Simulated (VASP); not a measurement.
# CuO (C2/c) in VASP: further runs

Runs on CuO. Level: LDA. Tasks: single point.

Program: VASP 6.6.1. These are calculated values, not measurements. Logs are shortened: lines on timing, memory, paths and dates and some standing lists are left out, and cuts for length are marked.

### Step 1. The cell of the first run

The structure is monoclinic, space group C2/c (No. 15). Conventional cell: a = 4.522 Å, b = 3.304 Å, c = 4.952 Å, α = 90.00°, β = 99.54°, γ = 90.00°. Cu (site symmetry -1) has 4 O at 1.88 to 1.89 Å within 2.5 Å. O (site symmetry 2) has 6 Cu at 1.88 to 2.69 Å and 6 O at 2.53 to 2.80 Å within 2.9 Å.

### Step 2. Single point, LDA

Contents of INCAR:

```
PREC = Accurate
ENCUT = 520
EDIFF = 1E-6
ISMEAR = -1
SIGMA = 0.1
LREAL = False
LASPH = True
NELM = 100
ALGO = Normal
ISIF = 2
LWAVE = False
LCHARG = True
GGA = CA
LELF = True
LVHAR = True
NBANDS = 25
```

Contents of KPOINTS:

```
Automatic mesh
0
Gamma
  10 10 6
```

Contents of POSCAR:

```
CuO
1.0
    2.2610313153     -1.6522419839      0.0000000000
    2.2610313153      1.6522419839      0.0000000000
   -0.8206920451      0.0000000000      4.8833188282
Cu O
2 2
Direct
    0.0000000000      0.5000000000      0.0000000000
    0.5000000000      0.0000000000      0.5000000000
    0.5816000000      0.4184000000      0.2500000000
    0.4184000000      0.5816000000      0.7500000000
```

Potentials or basis: VASP PAW LDA potentials, release 64 (Cu, O).

Command:

```bash
> cat potpaw_LDA.64/Cu/POTCAR potpaw_LDA.64/O/POTCAR > POTCAR
> mpirun -np 1 vasp_std > vasp.out
```

OUTCAR:

```text
PREC = Accurate
   ENCUT = 520
   EDIFF = 1E-6
   ISMEAR = -1
   LREAL = False
   LASPH = True
   NELM = 100
   ISIF = 2
   GGA = CA

 ion  position               nearest neighbor table
   1  0.000  0.500  0.000-   3 1.88   4 1.88   4 1.89   3 1.89
   2  0.500  0.000  0.500-   4 1.88   3 1.88   4 1.89   3 1.89
   3  0.582  0.418  0.250-   2 1.88   1 1.88   2 1.89   1 1.89
   4  0.418  0.582  0.750-   1 1.88   2 1.88   2 1.89   1 1.89

  LATTYP: Found a base centered monoclinic cell.
 ALAT       =     4.5220626306
 B/A-ratio  =     0.7307470590
 C/A-ratio  =     1.0950316075
 COS(beta)  =    -0.1657360545

  Lattice vectors:

 A1 = (   2.2610313153,  -1.6522419839,   0.0000000000)
 A2 = (   2.2610313153,   1.6522419839,   0.0000000000)
 A3 = (  -0.8206920451,   0.0000000000,   4.8833188282)

Analysis of symmetry for initial positions (statically):
=====================================================================
 Subroutine PRICEL returns:
 Original cell was already a primitive cell.

 Routine SETGRP: Setting up the symmetry group for a
 base centered monoclinic supercell.

 Subroutine GETGRP returns: Found  4 space group operations
 (whereof  2 operations were pure point group operations)
 out of a pool of  4 trial point group operations.

The static configuration has the point symmetry S_2 .
 The point group associated with its full space group is C_2h.

Analysis of symmetry for dynamics (positions and initial velocities):
=====================================================================
 Subroutine PRICEL returns:
 Original cell was already a primitive cell.

 Routine SETGRP: Setting up the symmetry group for a
 base centered monoclinic supercell.

 Subroutine GETGRP returns: Found  4 space group operations
 (whereof  2 operations were pure point group operations)
 out of a pool of  4 trial point group operations.

The dynamic configuration has the point symmetry S_2 .
 The point group associated with its full space group is C_2h.

 Subroutine INISYM returns: Found  4 space group operations
 (whereof  2 operations are pure point group operations),
 and found     1 'primitive' translations

----------------------------------------------------------------------------------------

                                     Primitive cell

  volume of cell :      36.4859

  direct lattice vectors                    reciprocal lattice vectors
     2.261031315 -1.652241984  0.000000000     0.221138025 -0.302619111  0.037164524
     2.261031315  1.652241984  0.000000000     0.221138025  0.302619111  0.037164524
    -0.820692045  0.000000000  4.883318828     0.000000000  0.000000000  0.204778765

  length of vectors
     2.800386792  2.800386792  4.951801512     0.376645130  0.376645130  0.204778765

  position of ions in fractional coordinates (direct lattice)
     1.000000000  0.500000000  0.000000000
     0.500000000  1.000000000  0.500000000
     0.581600000  0.418400000  0.250000000
     0.418400000  0.581600000  0.750000000

  ion indices of the primitive-cell ions
   primitive index   ion index
                 1           1
                 2           2
                 3           3
                 4           4

----------------------------------------------------------------------------------------

 KPOINTS: Automatic mesh

Automatic generation of k-mesh.
 Grid dimensions read from file:
 generate k-points for:   10   10    6

 Generating k-lattice:

  Cartesian coordinates                     Fractional coordinates (reciprocal lattice)
     0.022113803 -0.030261911  0.003716452     0.100000000  0.000000000  0.000000000
     0.022113803  0.030261911  0.003716452     0.000000000  0.100000000  0.000000000
     0.000000000  0.000000000  0.034129794     0.000000000  0.000000000  0.166666667

  Length of vectors
     0.037664513  0.037664513  0.034129794

  Shift w.r.t. Gamma in fractional coordinates (k-lattice)
     0.000000000  0.000000000  0.000000000

 Subroutine IBZKPT returns following result:
 ===========================================

 Found    172 irreducible k-points:

 Following reciprocal coordinates:
            Coordinates               Weight
  0.000000  0.000000  0.000000      1.000000
  0.100000  0.000000  0.000000      4.000000
  0.200000  0.000000  0.000000      4.000000
  0.300000  0.000000  0.000000      4.000000
  0.400000  0.000000  0.000000      4.000000
  0.500000  0.000000  0.000000      2.000000
[... 16 lines left out ...]
  0.300000  0.300000  0.000000      2.000000
  0.400000  0.300000  0.000000      4.000000
 [... further k-points ...]
   k-points           NKPTS =    172   k-points in BZ     NKDIM =    172   number of bands    NBANDS=     25
   number of dos      NEDOS =    301   number of ions     NIONS =      4
   total plane-waves  NPLWV =  23040
   dimension x,y,z NGX =    24 NGY =   24 NGZ =   40
   dimension x,y,z NGXF=    48 NGYF=   48 NGZF=   80
   ions per type =               2   2
   NGX,Y,Z   is equivalent  to a cutoff of  14.25, 14.25, 13.43 a.u.
   NGXF,Y,Z  is equivalent  to a cutoff of  28.50, 28.50, 26.86 a.u.
 SYSTEM =  unknown system
   PREC   = accura    normal or accurate (medium, high low for compatibility)
   ISTART =      0    job   : 0-new  1-cont  2-samecut
   ICHARG =      2    charge: 1-file 2-atom 10-const
   ISPIN  =      1    spin polarized calculation?
   LNONCOLLINEAR =      F non collinear calculations
   LSORBIT =      F    spin-orbit coupling
   LASPH  =      T    aspherical Exc in radial PAW
   ENCUT  =  520.0 eV  38.22 Ry    6.18 a.u.   5.21  5.21  9.21*2*pi/ulx,y,z
   NELM   =    100;   NELMIN=  2; NELMDL= -5     # of ELM steps
   EDIFF  = 0.1E-05   stopping-criterion for ELM
   LREAL  =      F    real-space projection
   EDIFFG = 0.1E-04   stopping-criterion for IOM
   NSW    =      0    number of steps for IOM
   IBRION =     -1    ionic relax: 0-MD 1-quasi-New 2-CG
   NFREE  =      0    steps in history (QN), initial steepest desc. (CG)
   ISIF   =      2    stress and relaxation
   ISYM   =      2    0-nonsym 1-usesym 2-fastsym
   POTIM  = 0.5000    time-step for ionic-motion
   TEBEG  =    0.0;   TEEND  =   0.0 temperature during run
   PSTRESS=    0.0 pullay stress
   NELECT =      34.0000    total number of electrons
   NUPDOWN=      -1.0000    fix difference up-down
   EMIN   =  10.00;   EMAX   =-10.00  energy-range for DOS
   EFERMI =   0.00;   METHOD = LEGACY
   ISMEAR =    -1;   SIGMA  =   0.10  broadening in eV -4-tet -1-fermi 0-gaus
   EFERMI_NEDOS =   21; number of points for ismear=-14 and -15
   IALGO  =     38    algorithm
   IMIX   =      4    mixing-type and parameters
     AMIX     =   0.40;   BMIX     =  1.00
     AMIX_MAG =   1.60;   BMIX_MAG =  1.00
  volume/ion in A,a.u.               =       9.12        61.55
  Fermi-wavevector in a.u.,A,eV,Ry     =   1.599040  3.021748 34.789136  2.556929
  Thomas-Fermi vector in A             =   2.696395
   LORBIT       =      0    0 simple, 1 ext, 2 COOP (PROOUT), +10 PAW based schemes
   GGA     = CA    functional components
   LHFCALC =     F    Hartree Fock is set to
   AEXX    =    0.0000 exact exchange contribution
   IVDW    =     0    specifies the selected vdW correction
   LEPSILON=     F    determine dielectric tensor
   LRPA    =     F    only Hartree local field effects (RPA)
 non-spin polarized calculation
  energy-cutoff  :      520.00
  volume of cell :       36.49
 maximum number of plane-waves:       994
 NGX is ok and might be reduce to    24
   NGX = 11   NGY = 11   NGZ = 19

 number of electron      34.0000008 magnetization

 Free energy of the ion-electron system (eV)
  ---------------------------------------------------
  ext. energy  EPLUGINS =         0.00000000
  ---------------------------------------------------
  free energy    TOTEN  =       -23.14143056 eV

  energy without entropy =      -23.07266579  energy(sigma->0) =      -23.10704818

 E-fermi :   6.9382     XC(G=0): -13.0383

 val. band max:        6.9377988016   @ k =   0.5000   0.1000   0.1667
 cond. band min:       6.9401085729   @ k =   0.5000   0.3000   0.5000
 fundamental gap:      0.0023097714
 Fermi energy:         6.9382006526

 k-point     1 :       0.0000    0.0000    0.0000
  band No.  band energies     occupation
      1     -13.7725      2.00000
      2     -12.0512      2.00000
      3      -2.4006      2.00000
      4       0.4870      2.00000
      5       0.9270      2.00000
      6       3.0109      2.00000
[... 17 lines left out ...]
     24      23.6022      0.00000
     25      24.0840      0.00000

 k-point     2 :       0.1000    0.0000    0.0000
  band No.  band energies     occupation
      1     -13.6862      2.00000
      2     -12.0261      2.00000
      3      -2.2774      2.00000
      4       0.4674      2.00000
      5       0.8934      2.00000
      6       2.1852      2.00000
[... 17 lines left out ...]
     24      23.3797      0.00000
     25      24.5754      0.00000

 k-point     3 :       0.2000    0.0000    0.0000
  band No.  band energies     occupation
      1     -13.4496      2.00000
      2     -11.9592      2.00000
      3      -1.9471      2.00000
      4       0.3916      2.00000
      5       0.7453      2.00000
      6       1.0565      2.00000
[... 17 lines left out ...]
     24      22.4252      0.00000
     25      24.1259      0.00000

 k-point     4 :       0.3000    0.0000    0.0000
  band No.  band energies     occupation
      1     -13.1333      2.00000
      2     -11.8747      2.00000
      3      -1.5287      2.00000
      4      -0.2704      2.00000
      5       0.3034      2.00000
      6       0.9090      2.00000
[... 17 lines left out ...]
     24      21.3265      0.00000
     25      23.6724      0.00000

 k-point     5 :       0.4000    0.0000    0.0000
  band No.  band energies     occupation
      1     -12.8527      2.00000
      2     -11.8058      2.00000
      3      -1.2116      2.00000
      4      -1.0703      2.00000
      5       0.2603      2.00000
      6       0.9293      2.00000
[... 17 lines left out ...]
     24      20.5402      0.00000
     25      23.2875      0.00000

 k-point     6 :       0.5000    0.0000    0.0000
  band No.  band energies     occupation
      1     -12.7383      2.00000
      2     -11.7799      2.00000
      3      -1.3995      2.00000
      4      -1.0597      2.00000
      5       0.2615      2.00000
      6       0.9432      2.00000
[... 17 lines left out ...]
     24      20.2948      0.00000
     25      23.1292      0.00000
[... 393 lines left out ...]
 k-point    21 :      -0.3000    0.2000   -0.0000
  band No.  band energies     occupation
      1     -12.7713      2.00000
      2     -11.7760      2.00000
      3      -1.0437      2.00000
      4      -0.4136      2.00000
      5       0.2361      2.00000
      6       0.6405      2.00000
[... 17 lines left out ...]
     24      20.7118      0.00000
     25      21.4503      0.00000

 k-point    22 :      -0.2000    0.2000    0.0000
  band No.  band energies     occupation
      1     -13.0603      2.00000
      2     -11.8404      2.00000
      3      -1.4220      2.00000
      4       0.2698      2.00000
      5       0.2754      2.00000
      6       0.6310      2.00000
[... 17 lines left out ...]
     24      21.1899      0.00000
     25      21.8618      0.00000

 k-point    23 :       0.3000    0.3000    0.0000
  band No.  band energies     occupation
      1     -12.7446      2.00000
      2     -11.8337      2.00000
      3      -0.8839      2.00000
      4      -0.3016      2.00000
      5       0.7438      2.00000
      6       0.7623      2.00000
[... 17 lines left out ...]
     24      22.1216      0.00000
     25      22.3263      0.00000

 k-point    24 :       0.4000    0.3000    0.0000
  band No.  band energies     occupation
      1     -12.4920      2.00000
      2     -11.7800      2.00000
      3      -0.8862      2.00000
      4      -0.5571      2.00000
      5       0.4896      2.00000
      6       0.7369      2.00000
[... 17 lines left out ...]
     24      20.9394      0.00000
     25      21.8209      0.00000

 [... further k-points ...]

------------------------ aborting loop because EDIFF is reached ----------------------------------------

  FORCE on cell =-STRESS in cart. coord.  units (eV):
  Direction    XX          YY          ZZ          XY          YZ          ZX
  --------------------------------------------------------------------------------------
  -------------------------------------------------------------------------------------
  Total        3.1746375      2.7844267      3.4800209      0.0000000      0.0000000     -0.6055340
  in kB      139.4053433    122.2703255    152.8154011      0.0000000      0.0000000    -26.5903352
  external PRESSURE =     138.1636900 kB  Pullay stress =       0.0000000 kB

 VOLUME and BASIS-vectors are now :
 -----------------------------------------------------------------------------
  energy-cutoff  :      520.00
  volume of cell :       36.49
      direct lattice vectors                 reciprocal lattice vectors
     2.261031315 -1.652241984  0.000000000     0.221138025 -0.302619111  0.037164524
     2.261031315  1.652241984  0.000000000     0.221138025  0.302619111  0.037164524
    -0.820692045  0.000000000  4.883318828     0.000000000  0.000000000  0.204778765

 POSITION                                       TOTAL-FORCE (eV/Angst)
 -----------------------------------------------------------------------------------
      1.13052      0.82612      0.00000         0.000000      0.000000      0.000000
      0.72017     -0.82612      2.44166         0.000000      0.000000      0.000000
      2.05586     -0.26965      1.22083        -0.000000      0.045060      0.000000
      1.64551      0.26965      3.66249        -0.000000     -0.045060      0.000000
 -----------------------------------------------------------------------------------
    total drift:                                0.000000      0.000000     -0.000000

  FREE ENERGIE OF THE ION-ELECTRON SYSTEM (eV)
  ---------------------------------------------------
  free  energy   TOTEN  =       -23.1414305643 eV

  energy  without entropy=      -23.0726657881  energy(sigma->0) =      -23.10704818
```

It took 3.1 min on 1 thread of Intel Xeon 8259CL, shared host; peak memory 0.24 GiB.

What came out:

- Free energy: -23.1414 eV
- Pressure: 13.8 GPa
- Largest force: 0.045 eV/Å
- Band gap on the k mesh: zero (bands 17 and 18 overlap by 0.73 eV)

Forces on the atoms (eV/Å):
```
Cu   0.000  0.000  0.000
Cu   0.000  0.000  0.000
O    0.000  0.045  0.000
O    0.000 -0.045  0.000
```

Stress tensor (GPa, compression positive):
```
13.94  0.00 -2.66
 0.00 12.23  0.00
-2.66  0.00 15.28
```

Caveat: the cell stands under pressure; semilocal functionals often make such compounds metallic where correlation or magnetic order opens a gap, which also shifts bond lengths. With open d or f shells a metallic result of LDA can be an artefact of self-interaction; +U or a hybrid may open a gap.

[end of part 1 of 2]
